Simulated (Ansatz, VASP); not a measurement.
## One calculation of MgS, two programs

```
Mg S
1.0
     3.99176   -0.00275    0.00078
    -1.99827    3.45832   -0.00117
     0.00249   -0.00296   12.92320
Mg S
4 4
Direct
  0.66760 0.33367 0.03831
  0.00254 0.00152 0.28736
  0.99810 0.00033 0.78741
  0.33150 0.66454 0.53817
  0.66945 0.33463 0.22692
  0.00074 0.00029 0.97641
  0.99865 0.99782 0.47653
  0.33141 0.66720 0.72681
```

Change from the starting cell: cell x1, atoms moved at random (sigma 0.05 Å) and cell strained at random (1.5 %), then relaxed without symmetry.

Alike in both runs: functional PBE; dispersion D3(BJ); k mesh 6 × 6 × 1; occupations gaussian, width 0.1 eV; no spin polarisation.

Ansatz relaxed the structure, and its values are those at the end. VASP's run is a single point on that final structure, the one shown.

```csv
,VASP,Ansatz
version,VASP 6.6.1,Ansatz 0.2.0
potentials or method,"VASP PAW PBE potentials, release 64 (Mg, S), cutoff 520 eV","scalar-relativistic, plane waves, PAW"
valence electrons in the cell,32,64
```

|  | VASP | Ansatz | Ansatz less VASP |
| --- | --- | --- | --- |
| gap on the k mesh at the Fermi level (eV) | 3.55 | 3.55 | +0.007 |
| least direct gap on the mesh (eV) | 3.55 | 3.55 | +0.007 |
| pressure (GPa) | -0.2 | -0.1 | +0.15 |
| rms of the force components (eV/Å) | 0.007 | 0.007 | -0.0001 |

VASP's potentials hold 32 valence electrons a cell and Ansatz's 64, so a difference there can come from the potentials and not from the codes.

The k mesh is coarse, so the values compare programs but aren't converged.
